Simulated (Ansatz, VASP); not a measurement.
# ScAl in VASP and in Ansatz

```xyz
2
Lattice="3.3703 0.0000 0.0000 0.0000 3.3703 0.0000 0.0000 0.0000 3.3703" Properties=species:S:1:pos:R:3 pbc="T T T"
Sc    1.6852    1.6852    1.6852
Al    0.0000    0.0000    0.0000
```

Alike in both runs: task single point; functional PBEsol; k mesh 16 × 16 × 16; occupations gaussian, width 0.1 eV; no spin polarisation.

|  | VASP | Ansatz |
| --- | --- | --- |
| version | VASP 6.6.1 | Ansatz 0.2.0 |
| potentials or method | VASP PAW PBE potentials, release 64 (Sc_sv, Al), cutoff 520 eV | scalar-relativistic, plane waves, PAW |
| valence electrons in the cell | 14 | 14 |

|  | VASP | Ansatz | Ansatz less VASP |
| --- | --- | --- | --- |
| gap on the k mesh at the Fermi level (eV) | none | none | - |
| pressure (GPa) | -1.7 | -1.8 | -0.11 |

VASP's potentials were made for PBE, not for PBEsol. A gap of «none» marks a metal or a gap that the smearing closes.
